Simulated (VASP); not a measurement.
# Ti3Al11 in VASP: single point with PBE+D3(BJ)

Aim: the single point of Ti3Al11 with PBE+D3(BJ).

Program: VASP 6.6.1. These are calculated values, not measurements. Logs are shortened: lines on timing, memory, paths and dates and some standing lists are left out, and cuts for length are marked.

## Step 1: The cell of the first run

The cell holds a slab with vacuum, 14 atoms: a = 5.025 Å, b = 5.025 Å, c = 25.049 Å, α = 90.00°, β = 90.00°, γ = 64.55°.

## Step 2: Single point, PBE+D3(BJ)

Input file INCAR:

```
PREC     = Accurate       # precision mode
ENCUT    = 400            # plane-wave cutoff, eV
EDIFF    = 1E-6           # SCF threshold, eV
ISMEAR   = 0              # smearing method
SIGMA    = 0.1            # smearing width, eV
LREAL    = False          # projectors in reciprocal space
LASPH    = True           # aspherical terms in the spheres
NELM     = 120            # most SCF steps
ALGO     = Normal         # electronic algorithm
ISIF     = 2              # what is computed and relaxed
LWAVE    = False          # write WAVECAR
LCHARG   = True           # write CHGCAR
LDIPOL   = True         
IDIPOL   = 3            
DIPOL    = 0.5 0.5 0.501
GGA      = PE             # functional
IVDW     = 12             # dispersion correction
LELF     = True           # ELF
LVHAR    = True         
LVACPOTAV= True         
NBANDS   = 48             # bands
GGA_COMPAT= False        
NELMDL   = -8
```

Input file KPOINTS:

```
regular mesh
0
Gamma
  7 7 1
```

Input file POSCAR:

```
Ti3Al11
1.0
    5.0246414113      0.0000000000      0.0000000000
    2.1590534720      4.5371256779      0.0000000000
    0.0000000000      0.0000000000     25.0494399322
Al Ti
11 3
Direct
    0.5000000000      0.0000000000      0.3393289440
    0.0000000000      0.5000000000      0.3393289440
    0.0000000000      0.0000000000      0.3928859627
    0.0000000000      0.5000000000      0.4464429813
    0.5000000000      0.0000000000      0.4464429813
    0.5000000000      0.5000000000      0.5009568989
    0.5000000000      0.0000000000      0.5545323937
    0.0000000000      0.5000000000      0.5545323937
    0.0000000000      0.0000000000      0.6159626752
    0.0000000000      0.5000000000      0.6600443477
    0.5000000000      0.0000000000      0.6600443477
    0.5000000000      0.5000000000      0.3928859627
    0.0000000000      0.0000000000      0.5022288614
    0.5000000000      0.5000000000      0.6088843359
```

Potentials or basis: VASP PAW PBE potentials, release 64 (Al, Ti_sv).

Launch:

```sh
> cat potpaw_PBE.64/Al/POTCAR potpaw_PBE.64/Ti_sv/POTCAR > POTCAR
> mpirun -np 1 vasp_std > vasp.out
```

OUTCAR:

```text
PREC = Accurate
   ENCUT = 400
   EDIFF = 1E-6
   ISMEAR = 0
   LREAL = False
   LASPH = True
   NELM = 120
   ISIF = 2
   GGA = PE
   IVDW = 12
   NELMDL = -8
 IVDW          = 12

 ion  position               nearest neighbor table
   1  0.500  0.000  0.339-   5 2.68   2 2.68   2 2.68  12 2.85  12 2.85   3 2.85   3 2.85
   2  0.000  0.500  0.339-   4 2.68   1 2.68   1 2.68   3 2.85   3 2.85  12 2.85  12 2.85
   3  0.000  0.000  0.393-  12 2.68  12 2.68  13 2.74   4 2.85   4 2.85   5 2.85   5 2.85   2 2.85
                             2 2.85   1 2.85   1 2.85
   4  0.000  0.500  0.446-   2 2.68   5 2.68   5 2.68   8 2.71   3 2.85   3 2.85  12 2.85  12 2.85
                             6 2.86   6 2.86  13 2.87  13 2.87
   5  0.500  0.000  0.446-   1 2.68   4 2.68   4 2.68   7 2.71  12 2.85  12 2.85   3 2.85   3 2.85
                             6 2.86   6 2.86  13 2.87  13 2.87
   6  0.500  0.500  0.501-  13 2.68  13 2.68  14 2.70  12 2.71   7 2.85   7 2.85   8 2.85   8 2.85
                             5 2.86   5 2.86   4 2.86   4 2.86
   7  0.500  0.000  0.555-  11 2.64   8 2.68   8 2.68   5 2.71  13 2.83  13 2.83   6 2.85   6 2.85
                            14 2.86  14 2.86   9 2.95   9 2.95
   8  0.000  0.500  0.555-  10 2.64   7 2.68   7 2.68   4 2.71  13 2.83  13 2.83   6 2.85   6 2.85
                            14 2.86  14 2.86   9 2.95   9 2.95
   9  0.000  0.000  0.616-  14 2.69  14 2.69  10 2.74  10 2.74  11 2.74  11 2.74  13 2.85   8 2.95
                             8 2.95   7 2.95   7 2.95
  10  0.000  0.500  0.660-   8 2.64  11 2.68  11 2.68   9 2.74   9 2.74  14 2.82  14 2.82
  11  0.500  0.000  0.660-   7 2.64  10 2.68  10 2.68   9 2.74   9 2.74  14 2.82  14 2.82
  12  0.500  0.500  0.393-   3 2.68   3 2.68   6 2.71   5 2.85   5 2.85   4 2.85   4 2.85   1 2.85
                             1 2.85   2 2.85   2 2.85
  13  0.000  0.000  0.502-   6 2.68   6 2.68   3 2.74   8 2.83   8 2.83   7 2.83   7 2.83   9 2.85
                             4 2.87   4 2.87   5 2.87   5 2.87
  14  0.500  0.500  0.609-   9 2.69   9 2.69   6 2.70  11 2.82  11 2.82  10 2.82  10 2.82   7 2.86
                             7 2.86   8 2.86   8 2.86

  LATTYP: Found a base centered orthorhombic cell.
 ALAT       =     5.3662932882
 B/A-ratio  =     1.5833140612
 C/A-ratio  =     4.6679222672

  Lattice vectors:

 A1 = (  -2.1590534720,  -4.5371256779,   0.0000000000)
 A2 = (   5.0246414113,   0.0000000000,   0.0000000000)
 A3 = (   0.0000000000,   0.0000000000,  25.0494399322)

Analysis of symmetry for initial positions (statically):
=====================================================================
 Subroutine PRICEL returns:
 Original cell was already a primitive cell.

 Routine SETGRP: Setting up the symmetry group for a
 base centered orthorhombic supercell.

 Subroutine GETGRP returns: Found  4 space group operations
 (whereof  4 operations were pure point group operations)
 out of a pool of  8 trial point group operations.

The static configuration has the point symmetry C_2v.

Analysis of symmetry for dynamics (positions and initial velocities):
=====================================================================
 Subroutine PRICEL returns:
 Original cell was already a primitive cell.

 Routine SETGRP: Setting up the symmetry group for a
 base centered orthorhombic supercell.

 Subroutine GETGRP returns: Found  4 space group operations
 (whereof  4 operations were pure point group operations)
 out of a pool of  8 trial point group operations.

The dynamic configuration has the point symmetry C_2v.

 Subroutine INISYM returns: Found  4 space group operations
 (whereof  4 operations are pure point group operations),
 and found     1 'primitive' translations

----------------------------------------------------------------------------------------

                                     Primitive cell

  volume of cell :     571.0628

  direct lattice vectors                    reciprocal lattice vectors
     5.024641411  0.000000000  0.000000000     0.199019177 -0.094706005  0.000000000
     2.159053472  4.537125678  0.000000000     0.000000000  0.220403857  0.000000000
     0.000000000  0.000000000 25.049439932     0.000000000  0.000000000  0.039921052

  length of vectors
     5.024641411  5.024641411 25.049439932     0.220403857  0.220403857  0.039921052

  position of ions in fractional coordinates (direct lattice)
     0.500000000  0.000000000  0.339328944
     0.000000000  0.500000000  0.339328944
     0.000000000  0.000000000  0.392885963
     0.000000000  0.500000000  0.446442981
     0.500000000  0.000000000  0.446442981
     0.500000000  0.500000000  0.500956899
[... 55 lines left out ...]
  0.142857  0.000000  0.000000      4.000000
  0.285714 -0.000000  0.000000      4.000000
  0.428571  0.000000  0.000000      4.000000
  0.142857  0.142857  0.000000      2.000000
  0.285714  0.142857  0.000000      4.000000
[... 8 lines left out ...]
  0.428571  0.428571  0.000000      2.000000
 -0.428571  0.428571  0.000000      2.000000
   k-points           NKPTS =     16   k-points in BZ     NKDIM =     16   number of bands    NBANDS=     48
   number of dos      NEDOS =    301   number of ions     NIONS =     14
   total plane-waves  NPLWV = 217728
   dimension x,y,z NGX =    36 NGY =   36 NGZ =  168
   dimension x,y,z NGXF=    72 NGYF=   72 NGZF=  336
   ions per type =              11   3
   NGX,Y,Z   is equivalent  to a cutoff of  11.91, 11.91, 11.15 a.u.
   NGXF,Y,Z  is equivalent  to a cutoff of  23.82, 23.82, 22.30 a.u.
 SYSTEM =  unknown system
   PREC   = accura    normal or accurate (medium, high low for compatibility)
   ISTART =      0    job   : 0-new  1-cont  2-samecut
   ICHARG =      2    charge: 1-file 2-atom 10-const
   ISPIN  =      1    spin polarized calculation?
   LNONCOLLINEAR =      F non collinear calculations
   LSORBIT =      F    spin-orbit coupling
   LASPH  =      T    aspherical Exc in radial PAW
   ENCUT  =  400.0 eV  29.40 Ry    5.42 a.u.   8.19  8.19 40.85*2*pi/ulx,y,z
   NELM   =    120;   NELMIN=  2; NELMDL= -8     # of ELM steps
   EDIFF  = 0.1E-05   stopping-criterion for ELM
   LREAL  =      F    real-space projection
   EDIFFG = 0.1E-04   stopping-criterion for IOM
   NSW    =      0    number of steps for IOM
   IBRION =     -1    ionic relax: 0-MD 1-quasi-New 2-CG
   NFREE  =      0    steps in history (QN), initial steepest desc. (CG)
   ISIF   =      2    stress and relaxation
   ISYM   =      2    0-nonsym 1-usesym 2-fastsym
   POTIM  = 0.5000    time-step for ionic-motion
   TEBEG  =    0.0;   TEEND  =   0.0 temperature during run
   PSTRESS=    0.0 pullay stress
   NELECT =      69.0000    total number of electrons
   NUPDOWN=      -1.0000    fix difference up-down
   EMIN   =  10.00;   EMAX   =-10.00  energy-range for DOS
   EFERMI =   0.00;   METHOD = LEGACY
   ISMEAR =     0;   SIGMA  =   0.10  broadening in eV -4-tet -1-fermi 0-gaus
   EFERMI_NEDOS =   21; number of points for ismear=-14 and -15
   IALGO  =     38    algorithm
   IMIX   =      4    mixing-type and parameters
     AMIX     =   0.40;   BMIX     =  1.00
     AMIX_MAG =   1.60;   BMIX_MAG =  1.00
  volume/ion in A,a.u.               =      40.79       275.27
  Fermi-wavevector in a.u.,A,eV,Ry     =   0.809338  1.529427  8.912195  0.655028
  Thomas-Fermi vector in A             =   1.918310
   LORBIT       =      0    0 simple, 1 ext, 2 COOP (PROOUT), +10 PAW based schemes
   GGA     = PE    functional components
   LHFCALC =     F    Hartree Fock is set to
   AEXX    =    0.0000 exact exchange contribution
   IVDW    =    12    specifies the selected vdW correction
   LEPSILON=     F    determine dielectric tensor
   LRPA    =     F    only Hartree local field effects (RPA)
 non-spin polarized calculation
 Gauss-broadening in eV      SIGMA  =   0.10
  energy-cutoff  :      400.00
  volume of cell :      571.06
 maximum number of plane-waves:     10410
 NGX is ok and might be reduce to    36
   NGX = 17   NGY = 17   NGZ = 81

 dipolmoment           0.000000      0.000000     -0.002508 electrons x Angstroem

 number of electron      68.9999996 magnetization

 dipolmoment           0.000000      0.000000      0.000627 electrons x Angstroem

 Free energy of the ion-electron system (eV)
  ---------------------------------------------------
  ext. energy  EPLUGINS =         0.00000000
  ---------------------------------------------------
  free energy    TOTEN  =       -65.81696476 eV

  energy without entropy =      -65.77146148  energy(sigma->0) =      -65.79421312

 E-fermi :   0.6589     XC(G=0):  -4.9144

 val. band max:        0.6448295916   @ k =  -0.2857   0.1429   0.0000
 cond. band min:       0.6627919821   @ k =  -0.4286   0.4286   0.0000
 fundamental gap:      0.0179623905
 Fermi energy:         0.6588830290

 k-point     1 :       0.0000    0.0000    0.0000
  band No.  band energies     occupation
      1     -55.8237      2.00000
      2     -55.7873      2.00000
      3     -55.7244      2.00000
      4     -32.2404      2.00000
      5     -32.2002      2.00000
      6     -32.0653      2.00000
[... 773 lines left out ...]
     45       3.1889      0.00000
     46       3.3895      0.00000
 [bands above 46 left out]

------------------------ aborting loop because EDIFF is reached ----------------------------------------

 Edisp (eV)   -4.43558

 E8    (eV) :    -2.0903

  FORCE on cell =-STRESS in cart. coord.  units (eV):
  Direction    XX          YY          ZZ          XY          YZ          ZX
  --------------------------------------------------------------------------------------
  -------------------------------------------------------------------------------------
  Total      -3.89142    -2.81987    -0.88487    -1.12590     0.00000     0.00000
  in kB     -10.91779    -7.91144    -2.48258    -3.15884     0.00000     0.00000
  external pressure =       -7.10 kB  Pullay stress =        0.00 kB

 VOLUME and BASIS-vectors are now :
 -----------------------------------------------------------------------------
  energy-cutoff  :      400.00
  volume of cell :      571.06
      direct lattice vectors                 reciprocal lattice vectors
     5.024641411  0.000000000  0.000000000     0.199019177 -0.094706005  0.000000000
     2.159053472  4.537125678  0.000000000     0.000000000  0.220403857  0.000000000
     0.000000000  0.000000000 25.049439932     0.000000000  0.000000000  0.039921052

 POSITION                                       TOTAL-FORCE (eV/Angst)
 -----------------------------------------------------------------------------------
      2.51232      0.00000      8.50000        -0.000000      0.000000      0.303600
      1.07953      2.26856      8.50000         0.000000      0.000000      0.303600
      0.00000      0.00000      9.84157        -0.000000      0.000000     -0.664645
      1.07953      2.26856     11.18315         0.000000      0.000000      0.062618
      2.51232      0.00000     11.18315         0.000000      0.000000      0.062618
      3.59185      2.26856     12.54869         0.000000      0.000000     -0.000578
      2.51232      0.00000     13.89073         0.000000      0.000000     -0.000202
      1.07953      2.26856     13.89073        -0.000000      0.000000     -0.000202
      0.00000      0.00000     15.42952         0.000000      0.000000      0.004736
      1.07953      2.26856     16.53374         0.000000      0.000000      0.001135
      2.51232      0.00000     16.53374         0.000000      0.000000      0.001135
      3.59185      2.26856      9.84157         0.000000      0.000000     -0.076908
      0.00000      0.00000     12.58055         0.000000      0.000000     -0.000961
      3.59185      2.26856     15.25221         0.000000      0.000000      0.004055
 -----------------------------------------------------------------------------------
    total drift:                                0.000000      0.000000     -0.000740

  FREE ENERGIE OF THE ION-ELECTRON SYSTEM (eV)
  ---------------------------------------------------
  free  energy   TOTEN  =       -70.2525405560 eV

  energy  without entropy=      -70.2070372821  energy(sigma->0) =      -70.22978892

 vacuum level on the upper side and lower side of the slab         4.820         4.815
```

Run time: 7.4 min. Hardware: 1 thread of Intel Xeon 6975P-C (Granite Rapids), shared host; peak memory 0.62 GiB.

Results:

```
Free energy                : -70.2525 eV
Largest force              : 0.665 eV/Å
Dispersion energy per atom : -0.317 eV
```

Forces in eV/Å, atoms in the order of the input:
```
Al   0.000  0.000  0.304
Al   0.000  0.000  0.304
Al   0.000  0.000 -0.665
Al   0.000  0.000  0.063
Al   0.000  0.000  0.063
Al   0.000  0.000 -0.001
Al   0.000  0.000  0.000
Al   0.000  0.000  0.000
Al   0.000  0.000  0.005
Al   0.000  0.000  0.001
Al   0.000  0.000  0.001
Ti   0.000  0.000 -0.077
Ti   0.000  0.000 -0.001
Ti   0.000  0.000  0.004
```
